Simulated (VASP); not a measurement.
A run of VASP 6.6.1:

INCAR

```
ALGO = Normal ; EDIFF = 1E-7
ENCUT = 520 ; GGA = PE
ISIF = 2 ; ISMEAR = -1
LASPH = T ; LCHARG = T
LELF = T ; LREAL = F
LVHAR = T ; LWAVE = F
NBANDS = 33 ; NELM = 80
PREC = Accurate ; SIGMA = 0.026
```

KPOINTS

```
k-points
0
Gamma
  9 9 6
```

POSCAR

```
LiGaFe
1.0
    3.6602800000      0.0000000000      0.0000000000
    0.0000000000      3.6602800000      0.0000000000
    0.0000000000      0.0000000000      6.1544270000
Fe Li Ga
2 2 2
Direct
    0.0000000000      0.0000000000      0.0000000000
    0.5000000000      0.5000000000      0.0000000000
    0.5000000000      0.0000000000      0.7600000000
    0.0000000000      0.5000000000      0.2400000000
    0.5000000000      0.0000000000      0.2400000000
    0.0000000000      0.5000000000      0.7600000000
```

Potentials or basis: VASP PAW PBE potentials, release 64 (Fe, Li_sv, Ga_d).

The run is started by

```sh
$ cat potpaw_PBE.64/Fe/POTCAR potpaw_PBE.64/Li_sv/POTCAR potpaw_PBE.64/Ga_d/POTCAR > POTCAR
$ mpirun -np 1 vasp_std > vasp.out
```

Hardware: 1 thread of Intel(R) Xeon(R) Platinum 8259CL CPU @ 2.50GHz (Skylake/Cascade Lake), on a shared host.

Task: How long does it take, and how much memory?

Result: Run time: 3.3 min on 1 thread of Intel(R) Xeon(R) Platinum 8259CL CPU @ 2.50GHz (Skylake/Cascade Lake) (shared host), peak memory 0.28 GiB. Counts: scf iterations 17, k points 60.
